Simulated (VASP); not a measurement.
# CdF2 (Fm-3m) in VASP: notebook

CdF2 is run at these levels: PBEsol; tasks: single point.

Program: VASP 6.6.1. These are calculated values, not measurements. Logs are shortened: lines on timing, memory, paths and dates and some standing lists are left out, and cuts for length are marked.

## 1. The cell of the first run

It takes space group Fm-3m (No. 225, cubic). Conventional cell: a = 5.229 Å, b = 5.229 Å, c = 5.229 Å, α = 90.00°, β = 90.00°, γ = 90.00°. Cd (site symmetry m-3m) has 8 F at 2.26 Å within 3.0 Å. Within 3.0 Å of F (site symmetry -43m) lie 4 Cd at 2.26 Å and 6 F at 2.61 Å.

## 2. Single point, PBEsol (strained)

INCAR

```
SYSTEM = CdF2
PREC     = Accurate       ! precision mode
ENCUT    = 520            ! plane-wave cutoff, eV
EDIFF    = 1E-6           ! SCF threshold, eV
ISMEAR   = 0              ! smearing method
SIGMA    = 0.02           ! smearing width, eV
LREAL    = .FALSE.        ! projectors in reciprocal space
LASPH    = .TRUE.         ! aspherical terms in the spheres
NELM     = 100            ! most SCF steps
ALGO     = Normal         ! electronic algorithm
ISIF     = 2              ! what is computed and relaxed
LWAVE    = .FALSE.        ! write WAVECAR
LCHARG   = .FALSE.        ! write CHGCAR
GGA      = PS             ! functional
NBANDS   = 20             ! bands
```

KPOINTS

```
Automatic mesh
0
G
  8 8 8
  0 0 0
```

POSCAR

```
CdF2
1.0
    0.0000000000      2.6146347600      2.6146347600
    2.6146347600      0.0000000000      2.6146347600
    2.6146347600      2.6146347600      0.0000000000
Cd F
1 2
Direct
    0.0000000000      0.0000000000      0.0000000000
    0.2500000000      0.2500000000      0.2500000000
    0.7500000000      0.7500000000      0.7500000000
```

Potentials or basis: VASP PAW PBE potentials, release 64 (Cd, F).

Started as:

```
$ cat potpaw_PBE.64/Cd/POTCAR potpaw_PBE.64/F/POTCAR > POTCAR
$ mpirun -np 1 vasp_std > vasp.out
```

OUTCAR:

```text
SYSTEM = CdF2
   PREC = Accurate
   ENCUT = 520
   EDIFF = 1E-6
   ISMEAR = 0
   LREAL = .FALSE.
   LASPH = .TRUE.
   NELM = 100
   ISIF = 2
   GGA = PS

 ion  position               nearest neighbor table
   1  0.000  0.000  0.000-   2 2.26   3 2.26   3 2.26   3 2.26   3 2.26   2 2.26   2 2.26   2 2.26

   2  0.250  0.250  0.250-   1 2.26   1 2.26   1 2.26   1 2.26
   3  0.750  0.750  0.750-   1 2.26   1 2.26   1 2.26   1 2.26

  LATTYP: Found a face centered cubic cell.
 ALAT       =     5.2292695200

  Lattice vectors:

 A1 = (   0.0000000000,   2.6146347600,   2.6146347600)
 A2 = (   2.6146347600,   0.0000000000,   2.6146347600)
 A3 = (   2.6146347600,   2.6146347600,   0.0000000000)

Analysis of symmetry for initial positions (statically):
=====================================================================
 Subroutine PRICEL returns:
 Original cell was already a primitive cell.

 Routine SETGRP: Setting up the symmetry group for a
 face centered cubic supercell.

 Subroutine GETGRP returns: Found 48 space group operations
 (whereof 48 operations were pure point group operations)
 out of a pool of 48 trial point group operations.

The static configuration has the point symmetry O_h .

Analysis of symmetry for dynamics (positions and initial velocities):
=====================================================================
 Subroutine PRICEL returns:
 Original cell was already a primitive cell.

 Routine SETGRP: Setting up the symmetry group for a
 face centered cubic supercell.

 Subroutine GETGRP returns: Found 48 space group operations
 (whereof 48 operations were pure point group operations)
 out of a pool of 48 trial point group operations.

The dynamic configuration has the point symmetry O_h .

 Subroutine INISYM returns: Found 48 space group operations
 (whereof 48 operations are pure point group operations),
 and found     1 'primitive' translations

----------------------------------------------------------------------------------------

                                     Primitive cell

  volume of cell :      35.7489

  direct lattice vectors                    reciprocal lattice vectors
     0.000000000  2.614634760  2.614634760    -0.191231298  0.191231298  0.191231298
     2.614634760  0.000000000  2.614634760     0.191231298 -0.191231298  0.191231298
     2.614634760  2.614634760  0.000000000     0.191231298  0.191231298 -0.191231298

  length of vectors
     3.697651938  3.697651938  3.697651938     0.331222325  0.331222325  0.331222325

  position of ions in fractional coordinates (direct lattice)
     0.000000000  0.000000000  0.000000000
     0.250000000  0.250000000  0.250000000
     0.750000000  0.750000000  0.750000000

  ion indices of the primitive-cell ions
   primitive index   ion index
                 1           1
                 2           2
                 3           3

----------------------------------------------------------------------------------------

 KPOINTS: Automatic mesh

Automatic generation of k-mesh.
 Grid dimensions read from file:
 generate k-points for:    8    8    8

 Generating k-lattice:

  Cartesian coordinates                     Fractional coordinates (reciprocal lattice)
    -0.023903912  0.023903912  0.023903912     0.125000000  0.000000000  0.000000000
     0.023903912 -0.023903912  0.023903912     0.000000000  0.125000000  0.000000000
     0.023903912  0.023903912 -0.023903912     0.000000000  0.000000000  0.125000000

  Length of vectors
     0.041402791  0.041402791  0.041402791

  Shift w.r.t. Gamma in fractional coordinates (k-lattice)
     0.000000000  0.000000000  0.000000000

 Subroutine IBZKPT returns following result:
 ===========================================

 Found     29 irreducible k-points:

 Following reciprocal coordinates:
            Coordinates               Weight
  0.000000  0.000000  0.000000      1.000000
  0.125000  0.000000  0.000000      8.000000
  0.250000  0.000000  0.000000      8.000000
  0.375000  0.000000  0.000000      8.000000
  0.500000  0.000000  0.000000      4.000000
  0.125000  0.125000  0.000000      6.000000
[... 16 lines left out ...]
  0.500000  0.250000  0.125000     48.000000
 -0.375000  0.250000  0.125000     24.000000
 [... further k-points ...]
   k-points           NKPTS =     29   k-points in BZ     NKDIM =     29   number of bands    NBANDS=     20
   number of dos      NEDOS =    301   number of ions     NIONS =      3
   total plane-waves  NPLWV =  21952
   dimension x,y,z NGX =    28 NGY =   28 NGZ =   28
   dimension x,y,z NGXF=    56 NGYF=   56 NGZF=   56
   ions per type =               1   2
   NGX,Y,Z   is equivalent  to a cutoff of  12.59, 12.59, 12.59 a.u.
   NGXF,Y,Z  is equivalent  to a cutoff of  25.18, 25.18, 25.18 a.u.
 SYSTEM =  CdF2
   PREC   = accura    normal or accurate (medium, high low for compatibility)
   ISTART =      0    job   : 0-new  1-cont  2-samecut
   ICHARG =      2    charge: 1-file 2-atom 10-const
   ISPIN  =      1    spin polarized calculation?
   LNONCOLLINEAR =      F non collinear calculations
   LSORBIT =      F    spin-orbit coupling
   LASPH  =      T    aspherical Exc in radial PAW
   ENCUT  =  520.0 eV  38.22 Ry    6.18 a.u.   6.88  6.88  6.88*2*pi/ulx,y,z
   NELM   =    100;   NELMIN=  2; NELMDL= -5     # of ELM steps
   EDIFF  = 0.1E-05   stopping-criterion for ELM
   LREAL  =      F    real-space projection
   EDIFFG = 0.1E-04   stopping-criterion for IOM
   NSW    =      0    number of steps for IOM
   IBRION =     -1    ionic relax: 0-MD 1-quasi-New 2-CG
   NFREE  =      0    steps in history (QN), initial steepest desc. (CG)
   ISIF   =      2    stress and relaxation
   ISYM   =      2    0-nonsym 1-usesym 2-fastsym
   POTIM  = 0.5000    time-step for ionic-motion
   TEBEG  =    0.0;   TEEND  =   0.0 temperature during run
   PSTRESS=    0.0 pullay stress
   NELECT =      26.0000    total number of electrons
   NUPDOWN=      -1.0000    fix difference up-down
   EMIN   =  10.00;   EMAX   =-10.00  energy-range for DOS
   EFERMI =   0.00;   METHOD = LEGACY
   ISMEAR =     0;   SIGMA  =   0.02  broadening in eV -4-tet -1-fermi 0-gaus
   EFERMI_NEDOS =   21; number of points for ismear=-14 and -15
   IALGO  =     38    algorithm
   IMIX   =      4    mixing-type and parameters
     AMIX     =   0.40;   BMIX     =  1.00
     AMIX_MAG =   1.60;   BMIX_MAG =  1.00
  volume/ion in A,a.u.               =      11.92        80.42
  Fermi-wavevector in a.u.,A,eV,Ry     =   1.472239  2.782128 29.490451  2.167487
  Thomas-Fermi vector in A             =   2.587278
   LORBIT       =      0    0 simple, 1 ext, 2 COOP (PROOUT), +10 PAW based schemes
   GGA     = PS    functional components
   LHFCALC =     F    Hartree Fock is set to
   AEXX    =    0.0000 exact exchange contribution
   IVDW    =     0    specifies the selected vdW correction
   LEPSILON=     F    determine dielectric tensor
   LRPA    =     F    only Hartree local field effects (RPA)
 non-spin polarized calculation
 Gauss-broadening in eV      SIGMA  =   0.02
  energy-cutoff  :      520.00
  volume of cell :       35.75
 maximum number of plane-waves:       982
   NGX = 13   NGY = 13   NGZ = 13

 number of electron      26.0000017 magnetization

 Free energy of the ion-electron system (eV)
  ---------------------------------------------------
  ext. energy  EPLUGINS =         0.00000000
  ---------------------------------------------------
  free energy    TOTEN  =       -11.45404473 eV

  energy without entropy =      -11.45404473  energy(sigma->0) =      -11.45404473

 E-fermi :  -0.4976     XC(G=0): -11.2181

 val. band max:       -0.7089993902   @ k =  -0.2500   0.5000   0.2500
 cond. band min:       2.5002924651   @ k =   0.0000   0.0000   0.0000
 fundamental gap:      3.2092918553
 Fermi energy:        -0.4976075679

 k-point     1 :       0.0000    0.0000    0.0000
  band No.  band energies     occupation
      1     -21.9885      2.00000
      2     -20.5682      2.00000
      3      -6.7107      2.00000
      4      -6.7107      2.00000
      5      -6.7107      2.00000
      6      -5.0193      2.00000
[... 12 lines left out ...]
     19      19.5956      0.00000
     20      19.5956      0.00000

 k-point     2 :       0.1250    0.0000    0.0000
  band No.  band energies     occupation
      1     -21.9251      2.00000
      2     -20.6271      2.00000
      3      -6.6363      2.00000
      4      -6.6363      2.00000
      5      -6.5023      2.00000
      6      -5.0502      2.00000
[... 12 lines left out ...]
     19      19.2231      0.00000
     20      19.2231      0.00000

 k-point     3 :       0.2500    0.0000    0.0000
  band No.  band energies     occupation
      1     -21.7523      2.00000
      2     -20.7844      2.00000
      3      -6.4607      2.00000
      4      -6.4607      2.00000
      5      -5.9347      2.00000
      6      -5.0822      2.00000
[... 12 lines left out ...]
     19      18.5733      0.00000
     20      19.5872      0.00000

 k-point     4 :       0.3750    0.0000    0.0000
  band No.  band energies     occupation
      1     -21.5163      2.00000
      2     -20.9998      2.00000
      3      -6.3090      2.00000
      4      -6.3090      2.00000
      5      -5.1791      2.00000
      6      -5.0112      2.00000
[... 12 lines left out ...]
     19      18.0802      0.00000
     20      19.0200      0.00000

 k-point     5 :       0.5000    0.0000    0.0000
  band No.  band energies     occupation
      1     -21.3077      2.00000
      2     -21.1988      2.00000
      3      -6.2606      2.00000
      4      -6.2606      2.00000
      5      -4.9278      2.00000
      6      -4.9278      2.00000
[... 12 lines left out ...]
     19      17.8895      0.00000
     20      18.6084      0.00000
[... 353 lines left out ...]
      6      -4.8632      2.00000
[... 12 lines left out ...]
     19      19.4636      0.00000
     20      20.8880      0.00000

 k-point    22 :       0.3750    0.2500    0.1250
  band No.  band energies     occupation
      1     -21.6302      2.00000
      2     -20.8830      2.00000
      3      -6.3183      2.00000
      4      -6.2305      2.00000
      5      -5.5397      2.00000
      6      -5.4895      2.00000
[... 12 lines left out ...]
     19      19.2012      0.00000
     20      21.9504      0.00000

 k-point    23 :       0.5000    0.2500    0.1250
  band No.  band energies     occupation
      1     -21.4392      2.00000
      2     -21.0479      2.00000
      3      -6.2175      2.00000
      4      -6.0260      2.00000
      5      -5.4669      2.00000
      6      -5.0557      2.00000
[... 12 lines left out ...]
     19      18.6586      0.00000
     20      21.8218      0.00000

 k-point    24 :      -0.3750    0.2500    0.1250
  band No.  band energies     occupation
      1     -21.2649      2.00000
      2     -21.2102      2.00000
      3      -6.1834      2.00000
      4      -5.9762      2.00000
      5      -5.2329      2.00000
      6      -5.1128      2.00000
[... 12 lines left out ...]
     19      18.4291      0.00000
     20      22.0450      0.00000

 [... further k-points ...]

------------------------ aborting loop because EDIFF is reached ----------------------------------------

  FORCE on cell =-STRESS in cart. coord.  units (eV):
  Direction    XX          YY          ZZ          XY          YZ          ZX
  --------------------------------------------------------------------------------------
  -------------------------------------------------------------------------------------
  Total        2.9097326      2.9097326      2.9097326     -0.0000000      0.0000000     -0.0000000
  in kB      130.4069022    130.4069022    130.4069022     -0.0000000      0.0000000     -0.0000000
  external PRESSURE =     130.4069022 kB  Pullay stress =       0.0000000 kB

 VOLUME and BASIS-vectors are now :
 -----------------------------------------------------------------------------
  energy-cutoff  :      520.00
  volume of cell :       35.75
      direct lattice vectors                 reciprocal lattice vectors
     0.000000000  2.614634760  2.614634760    -0.191231298  0.191231298  0.191231298
     2.614634760  0.000000000  2.614634760     0.191231298 -0.191231298  0.191231298
     2.614634760  2.614634760  0.000000000     0.191231298  0.191231298 -0.191231298

 POSITION                                       TOTAL-FORCE (eV/Angst)
 -----------------------------------------------------------------------------------
      0.00000      0.00000      0.00000         0.000000      0.000000      0.000000
      1.30732      1.30732      1.30732         0.000000      0.000000      0.000000
      3.92195      3.92195      3.92195        -0.000000     -0.000000     -0.000000
 -----------------------------------------------------------------------------------
    total drift:                                0.000000      0.000000      0.000000

  FREE ENERGIE OF THE ION-ELECTRON SYSTEM (eV)
  ---------------------------------------------------
  free  energy   TOTEN  =       -11.4540447293 eV

  energy  without entropy=      -11.4540447293  energy(sigma->0) =      -11.45404473
```

It took 31 s on 1 thread of Intel Xeon Platinum 8175M at 2.50GHz (Skylake/Cascade Lake), shared host; peak memory 0.16 GiB.

What came out:

* Free energy: -11.4540 eV
* Pressure: 13.0 GPa
* Band gap on the k mesh: 3.21 eV, indirect (least direct gap 3.57 eV)

Caveat: the cell differs from its parent crystal (strained); the PAW data sets were made with another functional, which shifts forces and pressure a little. A k mesh can miss the band edges.

## 3. Single point, PBEsol

This run uses another cell than the first one, of 13.03 Å³/atom, 1.094 times its volume.

INCAR

```
PREC = Accurate ; ENCUT = 520
EDIFF = 1E-6 ; ISMEAR = 0
SIGMA = 0.1 ; LREAL = False
LASPH = True ; NELM = 80
ALGO = Normal ; ISIF = 2
LWAVE = False ; LCHARG = True
GGA = PS ; LELF = True
LVHAR = True ; NBANDS = 20
```

KPOINTS

```
Automatic mesh
0
Gamma
  6 6 6
```

POSCAR

```
CdF2
1.0
    0.0000000000      2.6940000000      2.6940000000
    2.6940000000      0.0000000000      2.6940000000
    2.6940000000      2.6940000000      0.0000000000
Cd F
1 2
Direct
    0.0000000000      0.0000000000      0.0000000000
    0.2500000000      0.2500000000      0.2500000000
    0.7500000000      0.7500000000      0.7500000000
```

Potentials or basis: VASP PAW PBE potentials, release 64 (Cd, F).

Started as:

```
$ cat potpaw_PBE.64/Cd/POTCAR potpaw_PBE.64/F/POTCAR > POTCAR
$ mpirun -np 1 vasp_std > vasp.out
```

Run time: 13 s. Hardware: 1 thread of Intel Xeon Platinum 8259CL at 2.50GHz (Skylake/Cascade Lake), shared host; peak memory 0.15 GiB.

It converged, with:

- Free energy: -11.5932 eV
- Pressure: 0.5 GPa
- Band gap on the k mesh: 2.92 eV, indirect (least direct gap 3.39 eV)

Levels at points of the mesh, in eV from the valence-band top:
| k point | band 11 | band 12 | band 13 | band 14 | band 15 | band 16 |
| --- | --- | --- | --- | --- | --- | --- |
| (0.00, 0.00, 0.00) | -0.47 | -0.47 | -0.47 | 2.92 | 12.52 | 12.52 |
| (0.50, 0.00, 0.00) | -1.86 | -0.37 | -0.37 | 7.08 | 8.99 | 14.33 |
| (0.50, 0.50, 0.00) | -0.49 | -0.07 | -0.07 | 7.90 | 9.48 | 11.71 |

Caveat: the PAW data sets were made with another functional, which shifts forces and pressure a little. A k mesh can miss the band edges.

## 4. Single point, PBEsol (strained)

INCAR

```
  ALGO = Normal
  EDIFF = 1E-6
  ENCUT = 520
  GGA = PS
  ISIF = 2
  ISMEAR = 0
  LASPH = True
  LCHARG = False
  LREAL = False
  LWAVE = False
  NBANDS = 20
  NELM = 100
  PREC = Accurate
  SIGMA = 0.02
```

KPOINTS

```
k-points
0
Gamma
  8 8 8
```

POSCAR

```
CdF2
1.0
    0.0000000000      2.6152274400      2.6152274400
    2.6152274400      0.0000000000      2.6152274400
    2.6152274400      2.6152274400      0.0000000000
Cd F
1 2
Direct
    0.0000000000      0.0000000000      0.0000000000
    0.2500000000      0.2500000000      0.2500000000
    0.7500000000      0.7500000000      0.7500000000
```

Started as:

```
$ cat potpaw_PBE.64/Cd/POTCAR potpaw_PBE.64/F/POTCAR > POTCAR
$ mpirun -np 1 vasp_std > vasp.out
```

Run time: 20 s. Hardware: 1 thread of Intel Xeon Platinum 8259CL at 2.50GHz (Skylake/Cascade Lake), shared host; peak memory 0.16 GiB.

The run converged. Its results:

```yaml
Free_energy: -11.4561 eV
Pressure: 12.9 GPa
Band_gap_on_the_k_mesh: 3.21 eV, indirect (least direct gap 3.57 eV)
```

Levels at points of the mesh, in eV from the valence-band top:
```
           k point  band 9  band 10  band 11  band 12  band 13  band 14  band 15  band 16  band 17  band 18
(0.00, 0.00, 0.00)   -1.25    -1.25    -0.36    -0.36    -0.36     3.21    12.88    12.88    12.88    18.16
(0.50, 0.00, 0.00)   -2.76    -2.25    -2.25    -0.32    -0.32     7.73     9.22    15.09    15.09    18.59
(0.50, 0.50, 0.00)   -3.54    -3.19    -0.70    -0.10    -0.10     8.60     9.95    11.83    14.91    14.91
```

Caveat: the cell differs from its parent crystal (strained); the PAW data sets were made with another functional, which shifts forces and pressure a little.
